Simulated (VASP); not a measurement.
# InGa2N3 (P6/mmm) in VASP: further runs, part 2 of 2

VASP 6.6.1. Earlier steps stand in the parts before.

## 3. Relaxation of cell and atoms, PBE

INCAR reads:

```
PREC = Accurate
ENCUT = 600
EDIFF = 1E-7
ISMEAR = 0
SIGMA = 0.1
LREAL = F
LASPH = T
NELM = 100
ALGO = Normal
ISIF = 3
LWAVE = F
LCHARG = F
GGA = PE
IBRION = 2
NSW = 90
EDIFFG = -0.04
```

KPOINTS reads:

```
Automatic mesh
0
Gamma
  3 3 6
```

POSCAR reads:

```
InGa2N3
1.0
    6.2831622729      0.0000000000      0.0000000000
   -3.1415811365      5.4413781444      0.0000000000
    0.0000000000      0.0000000000      3.3044568380
In Ga N
1 2 3
Direct
    0.0000000000      0.0000000000      0.0000000000
    0.3333333333      0.6666666667      0.5000000000
    0.6666666667      0.3333333333      0.5000000000
    0.5000000000      0.0000000000      0.5000000000
    0.0000000000      0.5000000000      0.5000000000
    0.5000000000      0.5000000000      0.5000000000
```

Potentials or basis: VASP PAW PBE potentials, release 64 (In_d, Ga_d, N).

The run is started by

```
$ cat potpaw_PBE.64/In_d/POTCAR potpaw_PBE.64/Ga_d/POTCAR potpaw_PBE.64/N/POTCAR > POTCAR
$ mpirun -np 1 vasp_std > vasp.out
```

OUTCAR:

```text
PREC = Accurate
   ENCUT = 600
   EDIFF = 1E-7
   ISMEAR = 0
   LREAL = F
   LASPH = T
   NELM = 100
   ISIF = 3
   GGA = PE
   IBRION = 2
   NSW = 90
   EDIFFG = -0.04

 ion  position               nearest neighbor table
   1  0.000  0.000  0.000-
   2  0.333  0.667  0.500-   4 1.81   5 1.81   6 1.81
   3  0.667  0.333  0.500-   4 1.81   5 1.81   6 1.81
   4  0.500  0.000  0.500-   2 1.81   3 1.81
   5  0.000  0.500  0.500-   2 1.81   3 1.81
   6  0.500  0.500  0.500-   2 1.81   3 1.81

  LATTYP: Found a hexagonal cell.
 ALAT       =     6.2831622729
 C/A-ratio  =     0.5259225680

  Lattice vectors:

 A1 = (   6.2831622729,   0.0000000000,   0.0000000000)
 A2 = (  -3.1415811365,   5.4413781444,   0.0000000000)
 A3 = (   0.0000000000,   0.0000000000,   3.3044568380)

Analysis of symmetry for initial positions (statically):
=====================================================================
 Subroutine PRICEL returns:
 Original cell was already a primitive cell.

 Routine SETGRP: Setting up the symmetry group for a
 hexagonal supercell.

 Subroutine GETGRP returns: Found 24 space group operations
 (whereof 24 operations were pure point group operations)
 out of a pool of 24 trial point group operations.

The static configuration has the point symmetry D_6h.

Analysis of symmetry for dynamics (positions and initial velocities):
=====================================================================
 Subroutine PRICEL returns:
 Original cell was already a primitive cell.

 Routine SETGRP: Setting up the symmetry group for a
 hexagonal supercell.

 Subroutine GETGRP returns: Found 24 space group operations
 (whereof 24 operations were pure point group operations)
 out of a pool of 24 trial point group operations.

The dynamic configuration has the point symmetry D_6h.

 Subroutine INISYM returns: Found 24 space group operations
 (whereof 24 operations are pure point group operations),
[... 97 lines left out ...]
   ISIF   =      3    stress and relaxation
   ISYM   =      2    0-nonsym 1-usesym 2-fastsym
   POTIM  = 0.5000    time-step for ionic-motion
   TEBEG  =    0.0;   TEEND  =   0.0 temperature during run
   PSTRESS=    0.0 pullay stress
   NELECT =      54.0000    total number of electrons
   NUPDOWN=      -1.0000    fix difference up-down
   EMIN   =  10.00;   EMAX   =-10.00  energy-range for DOS
   EFERMI =   0.00;   METHOD = LEGACY
   ISMEAR =     0;   SIGMA  =   0.10  broadening in eV -4-tet -1-fermi 0-gaus
   EFERMI_NEDOS =   21; number of points for ismear=-14 and -15
   IALGO  =     38    algorithm
   IMIX   =      4    mixing-type and parameters
     AMIX     =   0.40;   BMIX     =  1.00
     AMIX_MAG =   1.60;   BMIX_MAG =  1.00
  volume/ion in A,a.u.               =      18.83       127.07
  Fermi-wavevector in a.u.,A,eV,Ry     =   1.280001  2.418851 22.291822  1.638403
  Thomas-Fermi vector in A             =   2.412454
   LORBIT       =      0    0 simple, 1 ext, 2 COOP (PROOUT), +10 PAW based schemes
   GGA     = PE    functional components
   LHFCALC =     F    Hartree Fock is set to
   AEXX    =    0.0000 exact exchange contribution
   IVDW    =     0    specifies the selected vdW correction
   LEPSILON=     F    determine dielectric tensor
   LRPA    =     F    only Hartree local field effects (RPA)
 conjugate gradient relaxation of ions
 non-spin polarized calculation
 Gauss-broadening in eV      SIGMA  =   0.10
  energy-cutoff  :      600.00
  volume of cell :      112.98
 maximum number of plane-waves:      3818
 NGX is ok and might be reduce to    50
   NGX = 25   NGY = 25   NGZ = 13

--------------------------------------- Ionic step        1  -------------------------------------------

 number of electron      54.0000005 magnetization

 Free energy of the ion-electron system (eV)
  ---------------------------------------------------
  ext. energy  EPLUGINS =         0.00000000
  ---------------------------------------------------
  free energy    TOTEN  =       -27.62169470 eV

  energy without entropy =      -27.58052314  energy(sigma->0) =      -27.60110892

------------------------ aborting loop because EDIFF is reached ----------------------------------------

  FORCE on cell =-STRESS in cart. coord.  units (eV):
  Direction    XX          YY          ZZ          XY          YZ          ZX
  --------------------------------------------------------------------------------------
  -------------------------------------------------------------------------------------
  Total       -0.6924453     -0.6924453      0.2217008      0.0000000      0.0000000      0.0000000
  in kB       -9.8199387     -9.8199387      3.1440585      0.0000000      0.0000000      0.0000000
  external PRESSURE =      -5.4986063 kB  Pullay stress =       0.0000000 kB
[... 107 lines left out ...]
--------------------------------------- Ionic step        4  -------------------------------------------

 number of electron      54.0000006 magnetization

 Free energy of the ion-electron system (eV)
  ---------------------------------------------------
  ext. energy  EPLUGINS =         0.00000000
  ---------------------------------------------------
  free energy    TOTEN  =       -27.62439113 eV

  energy without entropy =      -27.58222214  energy(sigma->0) =      -27.60330664

 E-fermi :   2.3219     XC(G=0):  -9.3787

 val. band max:        2.3216390321   @ k =   0.0000   0.0000   0.1667
 cond. band min:       2.3231258454   @ k =   0.3333   0.0000   0.1667
 fundamental gap:      0.0014868134
 Fermi energy:         2.3218998248

 k-point     1 :       0.0000    0.0000    0.0000
  band No.  band energies     occupation
      1     -12.8153      2.00000
      2     -12.3733      2.00000
      3     -12.3733      2.00000
      4     -11.5879      2.00000
      5     -11.5254      2.00000
      6     -11.3928      2.00000
[... 442 lines left out ...]
  FREE ENERGIE OF THE ION-ELECTRON SYSTEM (eV)
  ---------------------------------------------------
  free  energy   TOTEN  =       -27.6243911317 eV

  energy  without entropy=      -27.5822221416  energy(sigma->0) =      -27.60330664

 reached required accuracy - stopping structural energy minimisation
```

CONTCAR:

```text
InGa2N3
   1.00000000000000
     6.2636083568488381    0.0000000000001798    0.0000000000000000
    -3.1318041784741073    5.4244439563564280    0.0000000000000000
     0.0000000000000000   -0.0000000000000000    3.3141407155553093
  In              Ga              N
     1     2     3
Direct
     0.0000000000000000    0.0000000000000000    0.0000000000000000
     0.3333333332999970    0.6666666667000030    0.5000000000000000
     0.6666666667000030    0.3333333332999970    0.5000000000000000
     0.5000000000000000    0.0000000000000000    0.5000000000000000
     0.0000000000000000    0.5000000000000000    0.5000000000000000
     0.5000000000000000    0.5000000000000000    0.5000000000000000

  0.00000000E+00  0.00000000E+00  0.00000000E+00
  0.00000000E+00  0.00000000E+00  0.00000000E+00
  0.00000000E+00  0.00000000E+00  0.00000000E+00
  0.00000000E+00  0.00000000E+00  0.00000000E+00
  0.00000000E+00  0.00000000E+00  0.00000000E+00
  0.00000000E+00  0.00000000E+00  0.00000000E+00
```

Wall time 96 s (1 thread of Intel Xeon 6975P-C (Granite Rapids), shared host); peak memory 0.29 GiB.

What came out:

- Free energy: -27.6244 eV
- Relaxed volume: 18.77 Å³/atom
- Relaxed cell: a = 6.264 Å, b = 6.264 Å, c = 3.314 Å, α = 90.00°, β = 90.00°, γ = 120.00°
- Space group after relaxing (to 0.1 Å): P6/mmm (No. 191)
- Energy gained by relaxing: 0.4 meV/atom
- Ionic steps: 4
- Pressure after relaxing: 0.1 GPa
- Band gap on the k mesh: zero (bands 27 and 28 overlap by 0.83 eV)

The path:
```tsv
step	energy change (eV)	largest force (eV/Å)	pressure (GPa)	volume (Å³)
1	0.0000	0.0000	-0.55	112.98
2	-0.0007	0.0000	0.75	111.92
3	-0.0022	0.0000	0.16	112.39
4	-0.0027	0.0000	0.15	112.60
```

Final structure:
```cif
data_structure
_symmetry_space_group_name_H-M 'P 1'
_symmetry_Int_Tables_number 1
_cell_length_a 6.2636
_cell_length_b 6.2636
_cell_length_c 3.3141
_cell_angle_alpha 90.000
_cell_angle_beta 90.000
_cell_angle_gamma 120.000
_cell_volume 112.60
loop_
_atom_site_label
_atom_site_type_symbol
_atom_site_fract_x
_atom_site_fract_y
_atom_site_fract_z
_atom_site_occupancy
In1 In 0.00000 0.00000 0.00000 1
Ga1 Ga 0.33333 0.66667 0.50000 1
Ga2 Ga 0.66667 0.33333 0.50000 1
N1 N 0.50000 0.00000 0.50000 1
N2 N 0.00000 0.50000 0.50000 1
N3 N 0.50000 0.50000 0.50000 1
```

Levels at points of the mesh, in eV from the Fermi level:
| k point | band 24 | band 25 | band 26 | band 27 | band 28 | band 29 | band 30 | band 31 |
| --- | --- | --- | --- | --- | --- | --- | --- | --- |
| (0.00, 0.00, 0.00) | -0.73 | -0.73 | 0.12 | 0.45 | 0.45 | 1.76 | 4.26 | 4.26 |
| (0.00, 0.00, 0.50) | -1.13 | -0.77 | -0.16 | -0.16 | 0.33 | 0.57 | 1.52 | 3.87 |

Caveat: the k points lie up to 0.39 Å⁻¹ apart in the final cell, too coarse for converged energies and pressures of a metal; spin-orbit coupling is left out, which moves the levels of the heavy elements.
